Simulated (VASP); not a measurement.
Wanted: the native input for a VASP 6.6.1 run.

| Item | Value |
| --- | --- |
| Task | single point |
| Functional | PBE |
| Potentials or basis | VASP PAW PBE potentials, release 64 (K_sv) |
| Cutoff | 500 eV |
| k mesh | 6 × 6 × 6 |
| Occupations | gaussian, width 0.05 eV |
| Spin | no spin polarisation |
| Dipole correction | no |
| Further INCAR settings | ALGO = Normal; EDIFF = 1e-06; NBANDS = 10 |

The structure of K lies in POSCAR:

```
K
1.0
    4.3104394900      0.0000000000      0.0000000000
    0.0000000000      4.3104394900      0.0000000000
    0.0000000000      0.0000000000      4.3104394900
K
1
Direct
    0.0000000000      0.0000000000      0.0000000000
```

These files were run (other wordings do the same):

INCAR

```
PREC = Accurate ; ENCUT = 500
EDIFF = 1E-6 ; ISMEAR = 0
SIGMA = 0.05 ; LREAL = False
LASPH = True ; NELM = 120
ALGO = Normal ; ISIF = 2
LWAVE = False ; LCHARG = True
GGA = PE ; LELF = True
LVHAR = True ; NBANDS = 10
GGA_COMPAT = False
```

KPOINTS

```
Automatic mesh
0
Gamma
  6 6 6
```

Potentials or basis: VASP PAW PBE potentials, release 64 (K_sv).

Run with:

```bash
$ cat potpaw_PBE.64/K_sv/POTCAR > POTCAR
$ mpirun -np 1 vasp_std > vasp.out
```

It gave:

```yaml
Pressure: 0.0 GPa
```

Wall time 16 s on 1 thread of Intel Xeon 8259CL, with other jobs on the host, peak memory 0.17 GiB.
